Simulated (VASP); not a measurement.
# Ni (Im-3m) in VASP: a series of runs

The runs below take Ni through single point, with LDA.

All numbers are computed with VASP 6.6.1; they aren't measurements. Logs are shortened: lines on timing, memory, paths and dates and some standing lists are left out, and cuts for length are marked.

## Step 1: The cell of the first run

The structure is cubic, space group Im-3m (No. 229). The conventional cell has a = 2.506 Å, b = 2.506 Å, c = 2.506 Å, α = 90.00°, β = 90.00°, γ = 90.00°. Within 2.9 Å of Ni (site symmetry m-3m) lie 14 Ni at 2.17 to 2.51 Å.

## Step 2: Single point, LDA, collinear spin, ferromagnetic start (volume scaled by 0.78)

Contents of INCAR:

```
SYSTEM = Ni
ALGO = Normal
EDIFF = 1E-6
ENCUT = 520
GGA = CA
ISIF = 2
ISMEAR = -1
ISPIN = 2
LASPH = .True.
LCHARG = .False.
LMAXMIX = 4
LORBIT = 11
LREAL = .False.
LWAVE = .False.
MAGMOM = 1
NBANDS = 15
NELM = 150
PREC = Accurate
SIGMA = 0.1
```

Contents of KPOINTS:

```
k-points
0
Gamma
  22 22 22
  0 0 0
```

Contents of POSCAR:

```
Ni
1.0
   -1.2528237790      1.2528237790      1.2528237790
    1.2528237790     -1.2528237790      1.2528237790
    1.2528237790      1.2528237790     -1.2528237790
Ni
1
Direct
    0.0000000000      0.0000000000      0.0000000000
```

Potentials or basis: VASP PAW LDA potentials, release 64 (Ni).

Started as:

```bash
$ cat potpaw_LDA.64/Ni/POTCAR > POTCAR
$ mpirun -np 1 vasp_std > vasp.out
```

OUTCAR:

```text
SYSTEM = Ni
   EDIFF = 1E-6
   ENCUT = 520
   GGA = CA
   ISIF = 2
   ISMEAR = -1
   ISPIN = 2
   LASPH = .True.
   LORBIT = 11
   LREAL = .False.
   NELM = 150
   PREC = Accurate

 ion  position               nearest neighbor table
   1  0.000  0.000  0.000-

  LATTYP: Found a body centered cubic cell.
 ALAT       =     2.5056475580

  Lattice vectors:

 A1 = (  -1.2528237790,   1.2528237790,   1.2528237790)
 A2 = (   1.2528237790,  -1.2528237790,   1.2528237790)
 A3 = (   1.2528237790,   1.2528237790,  -1.2528237790)

Analysis of symmetry for initial positions (statically):
=====================================================================
 Subroutine PRICEL returns:
 Original cell was already a primitive cell.

 Routine SETGRP: Setting up the symmetry group for a
 body centered cubic supercell.

 Subroutine GETGRP returns: Found 48 space group operations
[... 9 lines left out ...]

 Routine SETGRP: Setting up the symmetry group for a
 body centered cubic supercell.

 Subroutine GETGRP returns: Found 48 space group operations
 (whereof 48 operations were pure point group operations)
 out of a pool of 48 trial point group operations.

The dynamic configuration has the point symmetry O_h .

Analysis of structural, dynamic, and magnetic symmetry:
=====================================================================
 Subroutine PRICEL returns:
 Original cell was already a primitive cell.

 Routine SETGRP: Setting up the symmetry group for a
 body centered cubic supercell.

 Subroutine GETGRP returns: Found 48 space group operations
 (whereof 48 operations were pure point group operations)
 out of a pool of 48 trial point group operations.

The overall configuration has the point symmetry O_h .

 Subroutine INISYM returns: Found 48 space group operations
[... 5 lines left out ...]
                                     Primitive cell

  volume of cell :       7.8656

  direct lattice vectors                    reciprocal lattice vectors
    -1.252823779  1.252823779  1.252823779     0.000000000  0.399098427  0.399098427
     1.252823779 -1.252823779  1.252823779     0.399098427  0.000000000  0.399098427
     1.252823779  1.252823779 -1.252823779     0.399098427  0.399098427  0.000000000

  length of vectors
     2.169954438  2.169954438  2.169954438     0.564410409  0.564410409  0.564410409

  position of ions in fractional coordinates (direct lattice)
     0.000000000  0.000000000  0.000000000

  ion indices of the primitive-cell ions
   primitive index   ion index
[... 98 lines left out ...]
   GGA     = CA    functional components
   LHFCALC =     F    Hartree Fock is set to
   AEXX    =    0.0000 exact exchange contribution
   IVDW    =     0    specifies the selected vdW correction
   LEPSILON=     F    determine dielectric tensor
   LRPA    =     F    only Hartree local field effects (RPA)
 spin polarized calculation
  energy-cutoff  :      520.00
  volume of cell :        7.87
 maximum number of plane-waves:       236
   NGX =  7   NGY =  7   NGZ =  7

 number of electron      10.0000000 magnetization       1.0000000

 number of electron       9.9999984 magnetization       0.0000586

 Free energy of the ion-electron system (eV)
  ---------------------------------------------------
  ext. energy  EPLUGINS =         0.00000000
  ---------------------------------------------------
  free energy    TOTEN  =        -5.91066662 eV

  energy without entropy =       -5.86731991  energy(sigma->0) =       -5.88899327

 E-fermi :  14.4327     XC(G=0): -15.6431

 val. band max:       14.4290104625   @ k =  -0.3636   0.4545   0.1364
 cond. band min:      14.4348374536   @ k =   0.1818   0.1818   0.0000
 fundamental gap:      0.0058269910
 Fermi energy:        14.4327471891

 spin component 1

 k-point     1 :       0.0000    0.0000    0.0000
  band No.  band energies     occupation
      1       3.1394      1.00000
      2      11.3674      1.00000
      3      11.3674      1.00000
      4      11.3674      1.00000
      5      13.5191      0.99989
      6      13.5191      0.99989
      7      44.2001      0.00000
      8      44.2001      0.00000
      9      44.2001      0.00000
     10      51.9024      0.00000
     11      51.9024      0.00000
     12      55.8928      0.00000
     13      55.8928      0.00000
     14      55.8928      0.00000
[... 403 lines left out ...]
      4      12.5697      1.00000
      5      13.0912      1.00000
      6      13.6404      0.99964
      7      37.7428      0.00000
      8      39.8499      0.00000
      9      44.9237      0.00000
     10      45.8662      0.00000
     11      50.3889      0.00000
     12      52.5657      0.00000
     13      57.2810      0.00000
     14      57.6970      0.00000
     15      59.7789      0.00000

 [... further k-points ...]

 spin component 2

 k-point     1 :       0.0000    0.0000    0.0000
  band No.  band energies     occupation
      1       3.1395      1.00000
      2      11.3675      1.00000
      3      11.3675      1.00000
      4      11.3675      1.00000
      5      13.5192      0.99989
      6      13.5192      0.99989
      7      44.2002      0.00000
      8      44.2002      0.00000
      9      44.2002      0.00000
     10      51.9025      0.00000
     11      51.9025      0.00000
     12      55.8929      0.00000
     13      55.8929      0.00000
     14      55.8929      0.00000
[... 403 lines left out ...]
      4      12.5697      1.00000
      5      13.0913      1.00000
      6      13.6405      0.99964
      7      37.7429      0.00000
      8      39.8501      0.00000
      9      44.9238      0.00000
     10      45.8662      0.00000
     11      50.3890      0.00000
     12      52.5658      0.00000
     13      57.2811      0.00000
     14      57.6971      0.00000
     15      59.7789      0.00000

 [... further k-points ...]
[... 5 lines left out ...]
  --------------------------------------------------------------------------------------
  -------------------------------------------------------------------------------------
  Total        5.4553353      5.4553353      5.4553353     -0.0000000     -0.0000000      0.0000000
  in kB     1111.2251871   1111.2251871   1111.2251871     -0.0000000     -0.0000000      0.0000000
  external PRESSURE =    1111.2251871 kB  Pullay stress =       0.0000000 kB

 VOLUME and BASIS-vectors are now :
 -----------------------------------------------------------------------------
  energy-cutoff  :      520.00
  volume of cell :        7.87
      direct lattice vectors                 reciprocal lattice vectors
    -1.252823779  1.252823779  1.252823779     0.000000000  0.399098427  0.399098427
     1.252823779 -1.252823779  1.252823779     0.399098427  0.000000000  0.399098427
     1.252823779  1.252823779 -1.252823779     0.399098427  0.399098427  0.000000000

 POSITION                                       TOTAL-FORCE (eV/Angst)
 -----------------------------------------------------------------------------------
      0.00000      0.00000      0.00000        -0.000000     -0.000000      0.000000
 -----------------------------------------------------------------------------------
    total drift:                                0.000000      0.000000     -0.000000

  FREE ENERGIE OF THE ION-ELECTRON SYSTEM (eV)
  ---------------------------------------------------
  free  energy   TOTEN  =        -5.9106666234 eV

  energy  without entropy=       -5.8673199143  energy(sigma->0) =       -5.88899327

 total charge

# of ion       s       p       d       tot
------------------------------------------
    1        0.661   0.854   8.601  10.116

 magnetization (x)

# of ion       s       p       d       tot
------------------------------------------
    1        0.000   0.000   0.000   0.000
```

OSZICAR:

```text
N       E                     dE             d eps       ncg     rms          rms(c)
DAV:   1     0.321183621019E+02    0.32118E+02   -0.40975E+03 21608   0.933E+02
DAV:   2    -0.560390029211E+01   -0.37722E+02   -0.35271E+02 22095   0.172E+02
DAV:   3    -0.678749924473E+01   -0.11836E+01   -0.11735E+01 24559   0.296E+01
DAV:   4    -0.679139373297E+01   -0.38945E-02   -0.38942E-02 23546   0.166E+00
DAV:   5    -0.679140746316E+01   -0.13730E-04   -0.13729E-04 24604   0.958E-02    0.161E+01
DAV:   6    -0.603618750193E+01    0.75522E+00   -0.60669E+00 25840   0.303E+01    0.572E+00
DAV:   7    -0.594199092654E+01    0.94197E-01   -0.46514E-01 22787   0.831E+00    0.375E+00
DAV:   8    -0.591142494642E+01    0.30566E-01   -0.41386E-02 28742   0.145E+00    0.511E-01
DAV:   9    -0.591074736093E+01    0.67759E-03   -0.34964E-04 23238   0.193E-01    0.151E-01
DAV:  10    -0.591065659159E+01    0.90769E-04   -0.42385E-05 26957   0.688E-02    0.365E-02
DAV:  11    -0.591066644567E+01   -0.98541E-05   -0.21288E-05 25667   0.383E-02    0.119E-02
DAV:  12    -0.591066662335E+01   -0.17768E-06   -0.51322E-07 16210   0.690E-03
   1 F= -.59106666E+01 E0= -.58889933E+01  d E =-.433467E-01  mag=     0.0000
```

stdout:

```text
POSCAR found type information on POSCAR Ni
 POSCAR found :  1 types and       1 ions
 scaLAPACK will be used
 LDA part: xc-table for (Slater(with rela. corr.)+CA(PZ))
 , standard interpolation
 POSCAR, INCAR and KPOINTS ok, starting setup
 FFT: planning ... GRIDC
 FFT: planning ... GRID_SOFT
 FFT: planning ... GRID
 WAVECAR not read
 entering main loop
```

Run time: 26 s. Hardware: 1 thread of Intel Xeon Platinum 8488C (Sapphire Rapids), shared host; peak memory 0.16 GiB.

What came out:

| Property | Result |
| --- | --- |
| Free energy | -5.9107 eV |
| Pressure | 111.1 GPa |
| Band gap on the k mesh | zero (filled and empty bands overlap) |
| Net moment | 0.00 μB per cell |

## Step 3: Single point, LDA, collinear spin, ferromagnetic start (volume scaled by 0.78)

Contents of INCAR:

```
PREC     = Accurate       # precision mode
ENCUT    = 520            # plane-wave cutoff, eV
EDIFF    = 1E-7           # SCF threshold, eV
ISMEAR   = -1             # smearing method
SIGMA    = 0.1            # smearing width, eV
LREAL    = False          # projectors in reciprocal space
LASPH    = True           # aspherical terms in the spheres
NELM     = 150            # most SCF steps
ALGO     = Normal         # electronic algorithm
ISIF     = 2              # what is computed and relaxed
LWAVE    = False          # write WAVECAR
LCHARG   = False          # write CHGCAR
ISPIN    = 2              # spin polarisation
MAGMOM   = 1              # initial moments
LORBIT   = 11             # projections on sites
LMAXMIX  = 4              # l up to which the mixer works
NBANDS   = 15             # bands
```

Contents of KPOINTS:

```
regular mesh
0
Gamma
  22 22 22
```

POSCAR is that of step 2.

Potentials or basis: VASP PAW LDA potentials, release 64 (Ni).

Started as:

```bash
$ cat potpaw_LDA.64/Ni/POTCAR > POTCAR
$ mpirun -np 1 vasp_std > vasp.out
```

It took 26 s on 1 thread of Intel Xeon Platinum 8488C (Sapphire Rapids), shared host; peak memory 0.16 GiB.

The run converged. Its results:

* Free energy: -5.9107 eV
* Pressure: 111.1 GPa
* Band gap on the k mesh: zero (filled and empty bands overlap)
* Net moment: 0.00 μB per cell

Levels at points of the mesh, in eV from the Fermi level:
Spin up:
| k point | band 3 | band 4 | band 5 | band 6 | band 7 | band 8 |
| --- | --- | --- | --- | --- | --- | --- |
| (0.00, 0.00, 0.00) | -3.07 | -3.07 | -0.91 | -0.91 | 29.77 | 29.77 |
| (0.50, 0.00, 0.00) | -0.96 | -0.62 | -0.08 | 0.67 | 9.63 | 22.00 |
| (0.50, 0.50, 0.50) | 0.29 | 0.29 | 0.29 | 12.05 | 12.05 | 12.05 |
Spin down:
```
           k point  band 1  band 2  band 3  band 4  band 5  band 6  band 7  band 8  band 9  band 10
(0.00, 0.00, 0.00)  -11.29   -3.07   -3.07   -3.07   -0.91   -0.91   29.77   29.77   29.77    37.47
(0.50, 0.00, 0.00)   -6.70   -4.61   -0.96   -0.62   -0.08    0.67    9.63   22.00   25.37    29.34
(0.50, 0.50, 0.50)   -6.43   -6.43    0.29    0.29    0.29   12.05   12.05   12.05   19.52    19.52
```

## Step 4: Single point, LDA, collinear spin, ferromagnetic start (volume scaled by 0.88)

Contents of INCAR:

```
  PREC = Accurate
  ENCUT = 520
  EDIFF = 1E-6
  ISMEAR = -1
  SIGMA = 0.1
  LREAL = F
  LASPH = T
  NELM = 150
  ALGO = Normal
  ISIF = 2
  LWAVE = F
  LCHARG = F
  ISPIN = 2
  MAGMOM = 1
  LORBIT = 11
  LMAXMIX = 4
  NBANDS = 15
```

KPOINTS is that of step 3.

Contents of POSCAR:

```
Ni
1.0
   -1.3042254714      1.3042254714      1.3042254714
    1.3042254714     -1.3042254714      1.3042254714
    1.3042254714      1.3042254714     -1.3042254714
Ni
1
Direct
    0.0000000000      0.0000000000      0.0000000000
```

Started as:

```bash
$ cat potpaw_LDA.64/Ni/POTCAR > POTCAR
$ mpirun -np 1 vasp_std > vasp.out
```

Wall time 64 s (1 thread of Intel Xeon Platinum 8488C (Sapphire Rapids), shared host); peak memory 0.17 GiB.

The run converged. Its results:

```
Free energy                                           : -6.3721 eV
Pressure                                              : 42.3 GPa
Band gap on the k mesh                                : zero (filled and empty bands overlap)
Net moment                                            : 0.01 μB per cell
Valence electrons inside the program's atomic spheres : Ni 9.76
```

Levels at points of the mesh, in eV from the Fermi level:
Spin up:
| k point | band 1 | band 2 | band 3 | band 4 | band 5 | band 6 | band 7 | band 8 | band 9 | band 10 |
| --- | --- | --- | --- | --- | --- | --- | --- | --- | --- | --- |
| (0.00, 0.00, 0.00) | -10.31 | -2.58 | -2.58 | -2.58 | -0.75 | -0.75 | 28.61 | 28.61 | 28.61 | 35.13 |
| (0.50, 0.00, 0.00) | -5.72 | -3.87 | -0.81 | -0.52 | 0.08 | 0.54 | 8.43 | 20.98 | 23.23 | 27.19 |
| (0.50, 0.50, 0.50) | -5.36 | -5.36 | 0.23 | 0.23 | 0.23 | 11.15 | 11.15 | 11.15 | 18.07 | 18.07 |
Spin down:
```
           k point  band 2  band 3  band 4  band 5  band 6  band 7  band 8  band 9
(0.00, 0.00, 0.00)   -2.57   -2.57   -2.57   -0.75   -0.75   28.61   28.61   28.61
(0.50, 0.00, 0.00)   -3.86   -0.80   -0.52    0.08    0.55    8.43   20.98   23.24
(0.50, 0.50, 0.50)   -5.36    0.24    0.24    0.24   11.15   11.15   11.15   18.07
```

(Continued in part 2 of 2.)
